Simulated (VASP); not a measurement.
Input of a VASP 6.6.1 run:

Contents of INCAR:

```
SYSTEM = V2N3
ALGO = Normal
EDIFF = 1E-6
ENCUT = 520
GGA = PS
ISIF = 2
ISMEAR = 0
LASPH = .TRUE.
LCHARG = .FALSE.
LREAL = .FALSE.
LWAVE = .FALSE.
NBANDS = 28
NELM = 80
PREC = Accurate
SIGMA = 0.15
```

Contents of KPOINTS:

```
k-points
0
G
  18 18 8
  0 0 0
```

POSCAR

```
V2N3
1.0
    2.7797869938      0.0000000000      0.0000000000
   -1.3898934969      2.4073661537      0.0000000000
    0.0000000000      0.0000000000      6.1963538749
V N
2 3
Direct
    0.6666666667      0.3333333333      0.3021155180
    0.3333333333      0.6666666667      0.6978844820
    0.0000000000      0.0000000000      0.5060519462
    0.0000000000      0.0000000000      0.1134918577
    0.0000000000      0.0000000000      0.8986120347
```

Potentials or basis: VASP PAW PBE potentials, release 64 (V_sv, N).

Run with:

```bash
$ cat potpaw_PBE.64/V_sv/POTCAR potpaw_PBE.64/N/POTCAR > POTCAR
$ mpirun -np 1 vasp_std > vasp.out
```

(1) What does it give for the pressure?

(2) What does it give for the largest force?

Results:

(1) 1.2 GPa.

(2) 1.073 eV/Å.

Caveat: the cell differs from its parent crystal (all N atoms moved +0.037 Å, as atom 3 along Cartesian [0 0 1]); the PAW data sets were made with another functional, which shifts forces and pressure a little; the run has no spin polarisation, though such a crystal can be magnetic.
